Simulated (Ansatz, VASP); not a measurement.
## One calculation of ZnSe, two programs

```
Zn Se
1.0
     0.00000    2.82035    2.82035
     2.82035    0.00000    2.82035
     2.82035    2.82035    0.00000
Zn Se
1 1
Direct
  0.00000 0.00000 0.00000
  0.25000 0.25000 0.25000
```

Alike in both runs: task single point; functional PBE; k mesh 8 × 8 × 8; occupations gaussian, width 0.02 eV; no spin polarisation.

|  | VASP | Ansatz |
| --- | --- | --- |
| version | VASP 6.6.1 | Ansatz 0.2.0 |
| potentials or method | VASP PAW PBE potentials, release 64 (Zn, Se), cutoff 500 eV | scalar-relativistic, plane waves, PAW |
| valence electrons in the cell | 18 | 28 |

Ansatz gave:

| Quantity | Value |
| --- | --- |
| gap on the k mesh at the Fermi level (eV) | 1.34 |
| least direct gap on the mesh (eV) | 1.34 |
| pressure (GPa) | 3.1 |

Problem. What did VASP give for the same quantities?

Solution. gap on the k mesh at the Fermi level (eV): 1.35; least direct gap on the mesh (eV): 1.35; pressure (GPa): 3.3.

VASP's potentials hold 18 valence electrons a cell and Ansatz's 28, so a difference there can come from the potentials and not from the codes.
